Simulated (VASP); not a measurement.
Input of a VASP 6.6.1 run:

INCAR

```
SYSTEM = MnO2
PREC     = Accurate       ! precision mode
ENCUT    = 700            ! plane-wave cutoff, eV
EDIFF    = 1E-6           ! SCF threshold, eV
ISMEAR   = -1             ! smearing method
SIGMA    = 0.05           ! smearing width, eV
LREAL    = .FALSE.        ! projectors in reciprocal space
LASPH    = .TRUE.         ! aspherical terms in the spheres
NELM     = 200            ! most SCF steps
ALGO     = Normal         ! electronic algorithm
ISIF     = 2              ! what is computed and relaxed
LWAVE    = .FALSE.        ! write WAVECAR
LCHARG   = .TRUE.         ! write CHGCAR
ISPIN    = 2              ! spin polarisation
MAGMOM   = 4 0 0          ! initial moments
LORBIT   = 11             ! projections on sites
LMAXMIX  = 4              ! l up to which the mixer works
LELF     = .TRUE.         ! ELF
LVHAR    = .TRUE.       
NBANDS   = 24             ! bands
GGA_COMPAT= .FALSE.
```

The input KPOINTS:

```
Automatic mesh
0
G
  11 11 11
  0 0 0
```

The input POSCAR:

```
MnO2
1.0
    1.3992749259      0.8078717551      4.4903556470
   -1.3992749259      0.8078717551      4.4903556470
    0.0000000000     -1.6157435103      4.4903556470
Mn O
1 2
Direct
    0.0000000000      0.0000000000      0.0000000000
    0.7356355100      0.7356355100      0.7356355100
    0.2643644900      0.2643644900      0.2643644900
```

Potentials or basis: VASP PAW LDA potentials, release 64 (Mn_sv, O).

The run is started by

```console
$ cat potpaw_LDA.64/Mn_sv/POTCAR potpaw_LDA.64/O/POTCAR > POTCAR
$ mpirun -np 1 vasp_std > vasp.out
```

Problem. What does it give for the net moment?

Solution. 2.99 μB per cell.

Problem. What does it give for the site moments?

Solution. Mn +2.62; O +0.08 μB.

Problem. Predict the band gap on the k mesh.

Solution. 0.13 eV (least direct gap 0.16 eV).

Stress tensor (GPa, compression positive):
```
5.47 0.00 0.00
0.00 5.47 0.00
0.00 0.00 2.93
```

Caveat: the cell stands under pressure; a cell with one magnetic atom can't hold antiferromagnetic order, which such compounds often take. A k mesh can miss the band edges.
